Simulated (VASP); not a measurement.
Wanted: the native input for a VASP 6.6.1 run.

```
Task                   : single point
Functional             : r2SCAN
Potentials or basis    : VASP PAW PBE potentials, release 64 (Ta_sv_GW, N)
Cutoff                 : 770 eV
k mesh                 : 18 × 18 × 18
Occupations            : gaussian, width 0.15 eV
Spin                   : no spin polarisation
Dipole correction      : no
Further INCAR settings : ALGO = Normal; EDIFF = 1e-06; NBANDS = 16
```

The system is TaN.

```xyz
2
Lattice="0.0000 2.2171 2.1790 2.1790 0.0000 2.1790 2.1790 2.2171 0.0000" Properties=species:S:1:pos:R:3 pbc="T T T"
Ta    2.1790    2.2171    2.1790
N     0.0000    0.0000    0.0000
```

This cell differs from its parent crystal: strain +0.0175 x Voigt [0, 1, 0, 0, 0, 0].

One way to write it, as run:

POSCAR

```
TaN
1.0
    0.0000000000      2.2171325000      2.1790000000
    2.1790000000      0.0000000000      2.1790000000
    2.1790000000      2.2171325000      0.0000000000
Ta N
1 1
Direct
    0.5000000000      0.5000000000      0.5000000000
    0.0000000000      0.0000000000      0.0000000000
```

INCAR.step1

```
SYSTEM = TaN
PREC = Accurate
ENCUT = 770
ISMEAR = 0
SIGMA = 0.15
LREAL = .FALSE.
LASPH = .TRUE.
NELM = 120
NBANDS = 16
GGA = PE
ALGO = Normal
EDIFF = 1E-5
LWAVE = .TRUE.
LCHARG = .FALSE.
GGA_COMPAT = .FALSE.
```

INCAR.step2

```
SYSTEM = TaN
PREC = Accurate
ENCUT = 770
EDIFF = 1E-6
ISMEAR = 0
SIGMA = 0.15
LREAL = .FALSE.
LASPH = .TRUE.
NELM = 120
ALGO = Normal
ISIF = 2
LWAVE = .FALSE.
LCHARG = .FALSE.
METAGGA = R2SCAN
LMIXTAU = .TRUE.
NBANDS = 16
ISTART = 1
GGA_COMPAT = .FALSE.
```

KPOINTS

```
regular mesh
0
G
  18 18 18
  0 0 0
```

Potentials or basis: VASP PAW PBE potentials, release 64 (Ta_sv_GW, N).

Launch:

```sh
$ cat potpaw_PBE.64/Ta_sv_GW/POTCAR potpaw_PBE.64/N/POTCAR > POTCAR
$ cp INCAR.step1 INCAR
$ mpirun -np 1 vasp_std > vasp.out
$ cp INCAR.step2 INCAR
$ mpirun -np 1 vasp_std > vasp.out
```

It gave:

The pressure is 3.5 GPa and the band gap on the k mesh is zero (bands 9 and 10 overlap by 4.01 eV).

Caveat: the cell differs from its parent crystal (strain +0.0175 x Voigt [0, 1, 0, 0, 0, 0]); the stress differs along the axes, from -4 to 7 GPa; the PAW data sets were made with another functional, which shifts forces and pressure a little; spin-orbit coupling is left out, which moves the levels of the heavy elements.

Run time: 9.4 min on 1 thread of AMD EPYC 9R45 96-Core Processor (Zen 5) (shared host), peak memory 0.4 GiB.
